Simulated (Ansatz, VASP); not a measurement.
# Nb2Te: VASP beside Ansatz

```xyz
3
Lattice="1.6825 0.9714 6.3918 -1.6825 0.9714 6.3918 0.0000 -1.9428 6.3918" Properties=species:S:1:pos:R:3 pbc="T T T"
Nb    0.0000    0.0000   15.0024
Nb    0.0000    0.0000    4.1730
Te    0.0000    0.0000    0.0000
```

Alike in both runs: functional PBE; k mesh 6 × 6 × 6; occupations gaussian, width 0.1 eV; no spin polarisation.

Ansatz relaxed the structure, and its values are those at the end. VASP's run is a single point on that final structure, the one shown.

|  | VASP | Ansatz |
| --- | --- | --- |
| version | VASP 6.6.1 | Ansatz 0.2.0 |
| potentials or method | VASP PAW PBE potentials, release 64 (Nb_sv, Te), cutoff 520 eV | scalar-relativistic, plane waves, PAW |
| valence electrons in the cell | 32 | 42 |

|  | VASP | Ansatz | Ansatz less VASP |
| --- | --- | --- | --- |
| gap on the k mesh at the Fermi level (eV) | none | none | - |
| pressure (GPa) | -0.4 | -0.2 | +0.22 |
| rms of the force components (eV/Å) | 0.011 | 0.010 | -0.0014 |

A gap of «none» marks a metal or a gap that the smearing closes. VASP's potentials hold 32 valence electrons a cell and Ansatz's 42, so a difference there can come from the potentials and not from the codes.

The k mesh is coarse, so the values compare programs but aren't converged. Spin-orbit coupling is off throughout.
